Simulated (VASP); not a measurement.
# BeZn2O3 (P1) in VASP: relaxation of cell and atoms with PBE

Aim: the relaxation of cell and atoms of BeZn2O3 with PBE.

Everything below comes from runs of VASP 6.6.1. Logs are shortened: lines on timing, memory, paths and dates and some standing lists are left out, and cuts for length are marked.

## Step 1: The cell of the first run

The typed cell holds 12 atoms: a = 4.904 Å, b = 5.317 Å, c = 5.383 Å, α = 118.43°, β = 89.37°, γ = 87.21°.

## Step 2: Relaxation of cell and atoms, PBE

File INCAR:

```
ALGO = Normal
EDIFF = 1E-7
EDIFFG = -0.025
ENCUT = 600
GGA = PE
GGA_COMPAT = False
IBRION = 2
ISIF = 3
ISMEAR = 0
LASPH = True
LCHARG = False
LREAL = False
LWAVE = False
NELM = 120
NELMIN = 4
NSW = 80
PREC = Accurate
SIGMA = 0.1
```

File KPOINTS:

```
k-points
0
Gamma
  4 4 4
```

File POSCAR:

```
BeZn2O3
1.0
    0.0982340254      0.1188702765     -4.9015420603
    0.0529952368      5.3154916494     -0.1292450814
    4.7073078856     -2.6117826509     -0.0280126212
Be Zn O
2 4 6
Direct
    0.0032768785      0.1631672866     -0.0059099698
    0.5012721694      0.8270976713     -0.0031790744
    0.9758450553      0.8279324390      0.3069545632
    0.4925404816      0.5008688919      0.3255581709
    0.5112852818      0.1496803593      0.6721159230
    1.0086033579      0.5180496000      0.6803324501
    0.8990675813      0.4626760845      0.2988759244
    0.9158679473      0.1581849660      0.7078941782
    0.8439099249      0.8898488652      0.0071558001
    0.4011332148      0.8433981314      0.2971817649
    0.4108809319      0.5423204899      0.7078732444
    0.3547171756      0.1167752148      0.0051470250
```

Potentials or basis: VASP PAW PBE potentials, release 64 (Be, Zn, O).

The run is started by

```console
> cat potpaw_PBE.64/Be/POTCAR potpaw_PBE.64/Zn/POTCAR potpaw_PBE.64/O/POTCAR > POTCAR
> mpirun -np 1 vasp_std > vasp.out
```

OUTCAR:

```text
EDIFF = 1E-7
   EDIFFG = -0.025
   ENCUT = 600
   GGA = PE
   IBRION = 2
   ISIF = 3
   ISMEAR = 0
   LASPH = True
   LREAL = False
   NELM = 120
   NELMIN = 4
   NSW = 80
   PREC = Accurate

 ion  position               nearest neighbor table
   1  0.003  0.163  0.994-   8 1.59   7 1.70   9 1.71  12 1.73
   2  0.501  0.827  0.997-  10 1.65  12 1.65  11 1.66   9 1.73
   3  0.976  0.828  0.307-   9 1.91   7 1.98   8 2.04  10 2.09   5 2.88   6 2.96   4 3.03   4 3.04

   4  0.493  0.501  0.326-  10 1.93   7 1.99  11 2.00  12 2.10   6 3.00   3 3.03   3 3.04
   5  0.511  0.150  0.672-   8 2.00  10 2.00  12 2.03  11 2.04   3 2.88
   6  0.009  0.518  0.680-  11 1.99   7 2.01   9 2.04   8 2.06   3 2.96   4 3.00
   7  0.899  0.463  0.299-   1 1.70   3 1.98   4 1.99   6 2.01
   8  0.916  0.158  0.708-   1 1.59   5 2.00   3 2.04   6 2.06
   9  0.844  0.890  0.007-   1 1.71   2 1.73   3 1.91   6 2.04
  10  0.401  0.843  0.297-   2 1.65   4 1.93   5 2.00   3 2.09
  11  0.411  0.542  0.708-   2 1.66   6 1.99   4 2.00   5 2.04
  12  0.355  0.117  0.005-   2 1.65   1 1.73   5 2.03   4 2.10

  LATTYP: Found a triclinic cell.
 ALAT       =     5.4767926883
 B/A-ratio  =     1.7290904228
 C/A-ratio  =     2.0982801576
 COS(alpha) =     0.0016499274
 COS(beta)  =     0.4405647063
 COS(gamma) =     0.8743237404

  Lattice vectors:

 A1 = (  -4.7603031224,  -2.7037089985,   0.1572577026)
 A2 = (  -9.4676110080,  -0.0919263476,   0.1852703238)
 A3 = (  -0.0077564482, -10.5121130223,  -4.6430518975)

Analysis of symmetry for initial positions (statically):
=====================================================================
 Subroutine PRICEL returns:
 Original cell was already a primitive cell.

 Routine SETGRP: Setting up the symmetry group for a
 triclinic supercell.

 Subroutine GETGRP returns: Found  1 space group operations
 (whereof  1 operations were pure point group operations)
 out of a pool of  2 trial point group operations.

The static configuration has the point symmetry C_1 .

Analysis of symmetry for dynamics (positions and initial velocities):
=====================================================================
 Subroutine PRICEL returns:
 Original cell was already a primitive cell.

 Routine SETGRP: Setting up the symmetry group for a
 triclinic supercell.

 Subroutine GETGRP returns: Found  1 space group operations
 (whereof  1 operations were pure point group operations)
 out of a pool of  2 trial point group operations.

The dynamic configuration has the point symmetry C_1 .

 Subroutine INISYM returns: Found  1 space group operations
 (whereof  1 operations are pure point group operations),
 and found     1 'primitive' translations

----------------------------------------------------------------------------------------

                                     Primitive cell

  volume of cell :     123.2032

  direct lattice vectors                    reciprocal lattice vectors
     0.098234025  0.118870276 -4.901542060    -0.003948444 -0.004926105 -0.204216026
     0.052995237  5.315491649 -0.129245081     0.103934739  0.187254193  0.006624218
     4.707307886 -2.611782651 -0.028012621     0.211347940 -0.002005322  0.004187088

  length of vectors
     4.903967234  5.317326797  5.383394919     0.204313587  0.214267224  0.211398923

  position of ions in fractional coordinates (direct lattice)
     0.003276879  0.163167287  0.994090030
     0.501272169  0.827097671  0.996820926
     0.975845055  0.827932439  0.306954563
     0.492540482  0.500868892  0.325558171
     0.511285282  0.149680359  0.672115923
     0.008603358  0.518049600  0.680332450
     0.899067581  0.462676085  0.298875924
     0.915867947  0.158184966  0.707894178
     0.843909925  0.889848865  0.007155800
     0.401133215  0.843398131  0.297181765
     0.410880932  0.542320490  0.707873244
     0.354717176  0.116775215  0.005147025

  ion indices of the primitive-cell ions
   primitive index   ion index
                 1           1
                 2           2
                 3           3
                 4           4
                 5           5
                 6           6
                 7           7
                 8           8
                 9           9
                10          10
                11          11
                12          12

----------------------------------------------------------------------------------------

 KPOINTS: k-points

Automatic generation of k-mesh.
 Grid dimensions read from file:
 generate k-points for:    4    4    4

 Generating k-lattice:

  Cartesian coordinates                     Fractional coordinates (reciprocal lattice)
    -0.000987111 -0.001231526 -0.051054006     0.250000000  0.000000000 -0.000000000
     0.025983685  0.046813548  0.001656055     0.000000000  0.250000000 -0.000000000
     0.052836985 -0.000501331  0.001046772     0.000000000  0.000000000  0.250000000

  Length of vectors
     0.051078397  0.053566806  0.052849731

  Shift w.r.t. Gamma in fractional coordinates (k-lattice)
     0.000000000  0.000000000  0.000000000

 Subroutine IBZKPT returns following result:
 ===========================================

 Found     36 irreducible k-points:

 Following reciprocal coordinates:
            Coordinates               Weight
  0.000000  0.000000  0.000000      1.000000
  0.250000 -0.000000 -0.000000      2.000000
  0.500000 -0.000000 -0.000000      1.000000
  0.000000  0.250000  0.000000      2.000000
  0.250000  0.250000  0.000000      2.000000
  0.500000  0.250000  0.000000      2.000000
[... 16 lines left out ...]
  0.000000 -0.250000  0.250000      2.000000
  0.250000 -0.250000  0.250000      2.000000
 [... further k-points ...]
   k-points           NKPTS =     36   k-points in BZ     NKDIM =     36   number of bands    NBANDS=     52
   number of dos      NEDOS =    301   number of ions     NIONS =     12
   total plane-waves  NPLWV =  80640
   dimension x,y,z NGX =    40 NGY =   42 NGZ =   48
   dimension x,y,z NGXF=    80 NGYF=   84 NGZF=   96
   ions per type =               2   4   6
   NGX,Y,Z   is equivalent  to a cutoff of  13.56, 13.13, 14.82 a.u.
   NGXF,Y,Z  is equivalent  to a cutoff of  27.12, 26.26, 29.65 a.u.
 SYSTEM =  unknown system
   PREC   = accura    normal or accurate (medium, high low for compatibility)
   ISTART =      0    job   : 0-new  1-cont  2-samecut
   ICHARG =      2    charge: 1-file 2-atom 10-const
   ISPIN  =      1    spin polarized calculation?
   LNONCOLLINEAR =      F non collinear calculations
   LSORBIT =      F    spin-orbit coupling
   LASPH  =      T    aspherical Exc in radial PAW
   ENCUT  =  600.0 eV  44.10 Ry    6.64 a.u.   9.79 10.62 10.75*2*pi/ulx,y,z
   NELM   =    120;   NELMIN=  4; NELMDL= -5     # of ELM steps
   EDIFF  = 0.1E-06   stopping-criterion for ELM
   LREAL  =      F    real-space projection
   EDIFFG = -.3E-01   stopping-criterion for IOM
   NSW    =     80    number of steps for IOM
   IBRION =      2    ionic relax: 0-MD 1-quasi-New 2-CG
   NFREE  =      1    steps in history (QN), initial steepest desc. (CG)
   ISIF   =      3    stress and relaxation
   ISYM   =      2    0-nonsym 1-usesym 2-fastsym
   POTIM  = 0.5000    time-step for ionic-motion
   TEBEG  =    0.0;   TEEND  =   0.0 temperature during run
   PSTRESS=    0.0 pullay stress
   NELECT =      88.0000    total number of electrons
   NUPDOWN=      -1.0000    fix difference up-down
   EMIN   =  10.00;   EMAX   =-10.00  energy-range for DOS
   EFERMI =   0.00;   METHOD = LEGACY
   ISMEAR =     0;   SIGMA  =   0.10  broadening in eV -4-tet -1-fermi 0-gaus
   EFERMI_NEDOS =   21; number of points for ismear=-14 and -15
   IALGO  =     38    algorithm
   IMIX   =      4    mixing-type and parameters
     AMIX     =   0.40;   BMIX     =  1.00
     AMIX_MAG =   1.60;   BMIX_MAG =  1.00
  volume/ion in A,a.u.               =      10.27        69.28
  Fermi-wavevector in a.u.,A,eV,Ry     =   1.463396  2.765417 29.137237  2.141526
  Thomas-Fermi vector in A             =   2.579495
   LORBIT       =      0    0 simple, 1 ext, 2 COOP (PROOUT), +10 PAW based schemes
   GGA     = PE    functional components
   LHFCALC =     F    Hartree Fock is set to
   AEXX    =    0.0000 exact exchange contribution
   IVDW    =     0    specifies the selected vdW correction
   LEPSILON=     F    determine dielectric tensor
   LRPA    =     F    only Hartree local field effects (RPA)
 conjugate gradient relaxation of ions
 non-spin polarized calculation
 Gauss-broadening in eV      SIGMA  =   0.10
  energy-cutoff  :      600.00
  volume of cell :      123.20
 maximum number of plane-waves:      4127
   NGX = 19   NGY = 21   NGZ = 21

--------------------------------------- Ionic step        1  -------------------------------------------

 number of electron      87.9999980 magnetization

 Free energy of the ion-electron system (eV)
  ---------------------------------------------------
  ext. energy  EPLUGINS =         0.00000000
  ---------------------------------------------------
  free energy    TOTEN  =       -63.42623007 eV

  energy without entropy =      -63.42623007  energy(sigma->0) =      -63.42623007

------------------------ aborting loop because EDIFF is reached ----------------------------------------

  FORCE on cell =-STRESS in cart. coord.  units (eV):
  Direction    XX          YY          ZZ          XY          YZ          ZX
  --------------------------------------------------------------------------------------
  -------------------------------------------------------------------------------------
  Total       -2.1528582      1.3495800      0.8881899     -2.6336107      2.7209680      1.3058323
  in kB      -27.9965180     17.5504086     11.5503314    -34.2483910     35.3844156     16.9814986
  external PRESSURE =       0.3680740 kB  Pullay stress =       0.0000000 kB
[... 119 lines left out ...]
  FREE ENERGIE OF THE ION-ELECTRON SYSTEM (eV)
  ---------------------------------------------------
  free  energy   TOTEN  =       -63.7872167629 eV

  energy  without entropy=      -63.7872167629  energy(sigma->0) =      -63.78721676

[... ionic steps 4 to 9 ...]

--------------------------------------- Ionic step       10  -------------------------------------------

 number of electron      88.0000029 magnetization

------------------------ aborting loop because EDIFF is reached ----------------------------------------
[... 87 lines left out ...]
--------------------------------------- Ionic step       12  -------------------------------------------

 number of electron      88.0000029 magnetization

 Free energy of the ion-electron system (eV)
  ---------------------------------------------------
  ext. energy  EPLUGINS =         0.00000000
  ---------------------------------------------------
  free energy    TOTEN  =       -63.87730722 eV

  energy without entropy =      -63.87730722  energy(sigma->0) =      -63.87730722

 E-fermi :   2.0026     XC(G=0): -11.0496

 val. band max:        1.5624486579   @ k =   0.0000   0.0000   0.0000
 cond. band min:       3.6070882618   @ k =   0.0000   0.0000   0.0000
 fundamental gap:      2.0446396039
 Fermi energy:         2.0025929125

 k-point     1 :       0.0000    0.0000    0.0000
  band No.  band energies     occupation
      1     -16.4382      2.00000
      2     -15.4361      2.00000
      3     -15.2250      2.00000
      4     -15.2171      2.00000
      5     -15.1996      2.00000
      6     -15.1841      2.00000
[... 1309 lines left out ...]
     51      10.2848      0.00000
     52      10.6562      0.00000

 [... further k-points ...]
[... 5 lines left out ...]
  --------------------------------------------------------------------------------------
  -------------------------------------------------------------------------------------
  Total       -0.0217202     -0.0332345     -0.0253839      0.0122910     -0.0230201     -0.0108320
  in kB       -0.2832505     -0.4334080     -0.3310291      0.1602860     -0.3002031     -0.1412594
  external PRESSURE =      -0.3492292 kB  Pullay stress =       0.0000000 kB
[... 27 lines left out ...]
  FREE ENERGIE OF THE ION-ELECTRON SYSTEM (eV)
  ---------------------------------------------------
  free  energy   TOTEN  =       -63.8773072227 eV

  energy  without entropy=      -63.8773072227  energy(sigma->0) =      -63.87730722

 reached required accuracy - stopping structural energy minimisation
```

Run time: 22 min. Hardware: 1 thread of Intel Xeon 6975P-C (Granite Rapids), shared host; peak memory 0.43 GiB.

Results:

```yaml
Free_energy: -63.8773 eV
Relaxed_volume: 10.24 Å³/atom
Relaxed_cell: a = 4.929 Å, b = 5.362 Å, c = 5.367 Å, α = 120.00°, β = 90.00°, γ = 90.05°
Space_group_after_relaxing_to_0.1_Å: Cmc2_1 (No. 36)
Energy_gained_by_relaxing: 37.6 meV/atom
Ionic_steps: 12
Pressure_after_relaxing: 0.0 GPa
Largest_force_after_relaxing: 0.014 eV/Å
Band_gap_on_the_k_mesh: 2.04 eV
```

Forces on the atoms (eV/Å):
```
Be   0.003 -0.007  0.002
Be  -0.004  0.009  0.003
Zn   0.006  0.002  0.003
Zn  -0.007 -0.006 -0.010
Zn  -0.008  0.000 -0.001
Zn   0.001 -0.001  0.010
O    0.001  0.004 -0.004
O   -0.001 -0.004  0.003
O    0.006 -0.001  0.000
O    0.006 -0.006 -0.004
O   -0.004  0.006  0.000
O    0.002  0.006 -0.002
```

The path:
```csv
step,energy change (eV),largest force (eV/Å),pressure (GPa),volume (Å³)
1,0.0000,1.2062,0.04,123.20
2,-0.3477,0.4319,-0.56,123.21
3,-0.3610,0.4749,-0.48,123.20
4,-0.4162,0.2218,0.19,122.62
5,-0.4281,0.2566,0.75,122.20
6,-0.4430,0.1455,-0.29,123.04
7,-0.4440,0.1240,-0.63,123.33
8,-0.4493,0.0632,0.14,122.73
9,-0.4494,0.0602,0.20,122.67
10,-0.4507,0.0349,-0.01,122.84
11,-0.4508,0.0321,-0.03,122.87
12,-0.4511,0.0135,-0.03,122.86
```

Final structure:
```
CELL_PARAMETERS angstrom
-0.00173 -0.00233 -4.92898
-0.00058 5.36202 0.00177
4.64884 -2.68288 -0.00052
ATOMIC_POSITIONS crystal
Be 0.00171 0.15527 0.99978
Be 0.50184 0.84468 0.00020
Zn 0.99976 0.83501 0.31888
Zn 0.49938 0.48466 0.31987
Zn 0.49996 0.16499 0.68123
Zn 0.00006 0.51575 0.68029
O 0.90729 0.45867 0.29221
O 0.90777 0.16633 0.70740
O 0.84276 0.87936 0.99963
O 0.40753 0.83384 0.29252
O 0.40762 0.54110 0.70784
O 0.34271 0.12035 0.00015
```

Levels at points of the mesh, in eV from the valence-band top:
| k point | band 42 | band 43 | band 44 | band 45 | band 46 | band 47 |
| --- | --- | --- | --- | --- | --- | --- |
| (0.00, 0.00, 0.00) | -0.15 | -0.03 | 0.00 | 2.04 | 5.88 | 7.51 |
| (0.50, 0.00, 0.00) | -0.33 | -0.20 | -0.19 | 4.49 | 4.49 | 8.40 |
| (0.00, 0.50, 0.00) | -0.65 | -0.60 | -0.41 | 4.76 | 4.81 | 6.68 |
| (0.50, 0.50, 0.00) | -0.76 | -0.71 | -0.71 | 5.74 | 5.75 | 6.15 |
| (0.00, 0.00, 0.50) | -0.77 | -0.52 | -0.33 | 4.73 | 4.88 | 6.25 |
| (0.50, 0.00, 0.50) | -0.82 | -0.49 | -0.48 | 5.89 | 5.89 | 6.13 |
| (0.00, 0.50, 0.50) | -0.65 | -0.60 | -0.41 | 4.76 | 4.80 | 6.67 |
| (0.50, 0.50, 0.50) | -0.76 | -0.71 | -0.71 | 5.74 | 5.75 | 6.15 |
